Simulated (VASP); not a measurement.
Input of a VASP 6.6.1 run:

Contents of POSCAR:

```
Co
1.0
   -1.3830859083      1.3830859083      1.3830859083
    1.3830859083     -1.3830859083      1.3830859083
    1.3830859083      1.3830859083     -1.3830859083
Co
1
Direct
    0.0000000000      0.0000000000      0.0000000000
```

INCAR.step1

```
SYSTEM = Co
ALGO = Normal
EDIFF = 1E-4
ENCUT = 520
GGA = PE
ISMEAR = -1
LASPH = .True.
LCHARG = .False.
LREAL = .False.
LWAVE = .True.
NBANDS = 10
NELM = 60
PREC = Accurate
SIGMA = 0.1
```

INCAR.step2

```
SYSTEM = Co
ALGO = Normal
EDIFF = 1E-7
ENCUT = 520
ISIF = 2
ISMEAR = -1
ISTART = 1
LASPH = .True.
LCHARG = .False.
LMIXTAU = .True.
LREAL = .False.
LWAVE = .False.
METAGGA = R2SCAN
NBANDS = 10
NELM = 60
PREC = Accurate
SIGMA = 0.1
```

Contents of KPOINTS:

```
k-points
0
Gamma
  18 18 18
  0 0 0
```

Potentials or basis: VASP PAW PBE potentials, release 64 (Co).

Launch:

```bash
$ cat potpaw_PBE.64/Co/POTCAR > POTCAR
$ cp INCAR.step1 INCAR
$ mpirun -np 1 vasp_std > vasp.out
$ cp INCAR.step2 INCAR
$ mpirun -np 1 vasp_std > vasp.out
```

Q: What does it give for the pressure?

A: -9.2 GPa.

Q: Predict the band gap on the k mesh.

A: Zero (an odd number of electrons rules out a gap without spin polarisation).

Caveat: the cell stands under tension; the PAW data sets were made with another functional, which shifts forces and pressure a little; the run has no spin polarisation, though such a crystal can be magnetic. Spin polarisation is off, so any magnetic state and its effect on volume and gap are missing.
